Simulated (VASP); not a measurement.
# H3C8F in VASP: further runs, part 2 of 2

VASP 6.6.1. The steps go on from the part before.

### Step 3. Single point, PBE

Input file INCAR:

```
SYSTEM = H3C8F
  ALGO = Normal
  EDIFF = 1E-7
  ENCUT = 520
  GGA = PE
  ISIF = 2
  ISMEAR = -1
  LASPH = .TRUE.
  LCHARG = .FALSE.
  LREAL = Auto
  LWAVE = .FALSE.
  NBANDS = 60
  NELM = 80
  PREC = Accurate
  SIGMA = 0.02
```

Input file KPOINTS:

```
k-points
0
G
  2 2 1
  0 0 0
```

Input file POSCAR:

```
H3C8F
1.0
    5.0487420000      0.0000000000      0.0000000000
    2.5243710000      4.3723390000      0.0000000000
    0.0000000000      0.0000000000     15.7764260000
H C F
6 16 2
Direct
    0.1666721879      0.1666613682      0.0633857123
    0.6666779319      0.1666613682      0.0633857123
    0.1666715721      0.6666683439      0.0633857123
    0.6666575092      0.6666683439      0.0633857123
   -0.0059766782      0.5342220720      0.3619958031
    0.5139133217      0.4898979699      0.3677512258
    0.1666721879      0.1666613682      0.1331099959
    0.6666779319      0.1666613682      0.1331099959
    0.1666715721      0.6666683439      0.1331099959
    0.6666575092      0.6666683439      0.1331099959
   -0.1666613682      0.3333227364      0.1657726535
    0.3333443758      0.3333227364      0.1657726535
   -0.1666619840      0.8333297121      0.1657726535
    0.3333437600      0.8333297121      0.1657726535
   -0.1598345943      0.3285426862      0.2659474332
    0.3309636453      0.3418078973      0.2588672491
   -0.1835860336      0.8472124417      0.2646226718
    0.3271987336      0.8403511256      0.2640585390
    0.0027933014      0.0109323637      0.2976593051
    0.4838803902      0.0335975779      0.2928610067
   -0.0117813025      0.5024541784      0.2945470666
    0.5111991145      0.4916819121      0.2956499780
    0.0273545248      0.9708533579      0.3882881966
    0.4628513656      1.0719434152      0.3804537225
```

Potentials or basis: VASP PAW PBE potentials, release 64 (H, C, F).

Command:

```sh
cat potpaw_PBE.64/H/POTCAR potpaw_PBE.64/C/POTCAR potpaw_PBE.64/F/POTCAR > POTCAR
mpirun -np 1 vasp_std > vasp.out
```

OUTCAR:

```text
SYSTEM = H3C8F
   EDIFF = 1E-7
   ENCUT = 520
   GGA = PE
   ISIF = 2
   ISMEAR = -1
   LASPH = .TRUE.
   LREAL = Auto
   NELM = 80
   PREC = Accurate

 ion  position               nearest neighbor table
   1  0.167  0.167  0.063-   7 1.10
   2  0.667  0.167  0.063-   8 1.10
   3  0.167  0.667  0.063-   9 1.10
   4  0.667  0.667  0.063-  10 1.10
   5  0.994  0.534  0.362-  21 1.08
   6  0.514  0.490  0.368-  22 1.14
   7  0.167  0.167  0.133-   1 1.10  14 1.55  11 1.55  12 1.55
[... 467 lines left out ...]
  Total        4.4853500      4.2126727     -0.1077931      0.1982181     -3.8303885     -1.3843509
  in kB       20.6348490     19.3803972     -0.4959020      0.9119024    -17.6216990     -6.3687051
  external PRESSURE =      13.1731147 kB  Pullay stress =       0.0000000 kB

 VOLUME and BASIS-vectors are now :
 -----------------------------------------------------------------------------
  energy-cutoff  :      520.00
  volume of cell :      348.26
      direct lattice vectors                 reciprocal lattice vectors
     5.048742000  0.000000000  0.000000000     0.198069143 -0.114355268  0.000000000
     2.524371000  4.372339000  0.000000000     0.000000000  0.228710537  0.000000000
     0.000000000  0.000000000 15.776426000     0.000000000  0.000000000  0.063385712

 POSITION                                       TOTAL-FORCE (eV/Angst)
 -----------------------------------------------------------------------------------
      1.26220      0.72870      1.00000         0.024946      0.016681     -0.175568
      3.78660      0.72870      1.00000         0.009950      0.053825     -0.188865
      2.52440      2.91490      1.00000        -0.032777      0.056663     -0.155935
      5.04870      2.91490      1.00000        -0.017496     -0.037519     -0.143855
      6.36714      2.33580      5.71100        -0.228828     -0.742280      0.751296
      3.83130      2.14200      5.80180        -0.301837      0.041040     -1.209937
[... 16 lines left out ...]
      2.58890      4.24490      6.12580        -0.244030      0.773212     -0.665734
      2.51843      0.31456      6.00220         0.143984     -0.816349      0.955491
 -----------------------------------------------------------------------------------
    total drift:                                0.001906     -0.002059     -0.041073

  FREE ENERGIE OF THE ION-ELECTRON SYSTEM (eV)
  ---------------------------------------------------
  free  energy   TOTEN  =      -173.9874009706 eV

  energy  without entropy=     -173.9874009706  energy(sigma->0) =     -173.98740097
```

OSZICAR:

```text
N       E                     dE             d eps       ncg     rms          rms(c)
DAV:   1     0.605963505073E+03    0.60596E+03   -0.38944E+04   480   0.121E+03
DAV:   2    -0.111881247459E+03   -0.71784E+03   -0.68250E+03   636   0.297E+02
DAV:   3    -0.181425778518E+03   -0.69545E+02   -0.69016E+02   568   0.947E+01
[... 18 lines left out ...]
DAV:  22    -0.173987395715E+03   -0.13536E-04   -0.57830E-07   464   0.241E-03    0.523E-04
DAV:  23    -0.173987400221E+03   -0.45057E-05   -0.22862E-07   416   0.167E-03    0.311E-04
DAV:  24    -0.173987400762E+03   -0.54135E-06   -0.32485E-08   440   0.733E-04    0.267E-04
DAV:  25    -0.173987400909E+03   -0.14643E-06   -0.16216E-08   352   0.469E-04    0.100E-04
DAV:  26    -0.173987400971E+03   -0.61897E-07   -0.51719E-09   408   0.304E-04
   1 F= -.17398740E+03 E0= -.17398740E+03  d E =-.863185E-12
```

stdout:

```text
POSCAR found type information on POSCAR H C F
 POSCAR found :  3 types and      24 ions
 scaLAPACK will be used
 LDA part: xc-table for (Slater+PW92), standard interpolation
 POSCAR, INCAR and KPOINTS ok, starting setup
 FFT: planning ... GRIDC
 FFT: planning ... GRID_SOFT
 FFT: planning ... GRID
 WAVECAR not read
 entering main loop
```

It took 2.6 min on 1 thread of Intel Xeon 6975P-C (Granite Rapids), shared host; peak memory 0.46 GiB.

What came out:

```yaml
Free_energy: -173.9874 eV
Largest_force: 3.586 eV/Å
Band_gap_on_the_k_mesh: 3.14 eV, direct
```

Forces on the atoms (eV/Å):
```
H    0.025  0.017 -0.176
H    0.010  0.054 -0.189
H   -0.033  0.057 -0.156
H   -0.017 -0.038 -0.144
H   -0.229 -0.742  0.751
H   -0.302  0.041 -1.210
C   -0.088  0.006  0.841
C    0.094 -0.039  0.779
C   -0.024  0.024  1.079
C    0.001 -0.018  1.446
C    0.189 -0.610 -0.722
C    0.135  0.384 -2.571
C   -0.230  0.757 -0.766
C   -0.200  0.344 -0.867
C   -0.809  1.671 -0.525
C   -0.533  1.755  2.140
C    1.715 -0.878 -0.136
C    1.491 -0.560  0.632
C   -1.655 -3.142 -0.497
C   -0.860 -3.312 -0.206
C    2.385  2.067 -0.457
C   -0.964  2.204  0.662
F   -0.244  0.773 -0.666
F    0.144 -0.816  0.955
```

Caveat: the k points lie up to 0.72 Å⁻¹ apart.
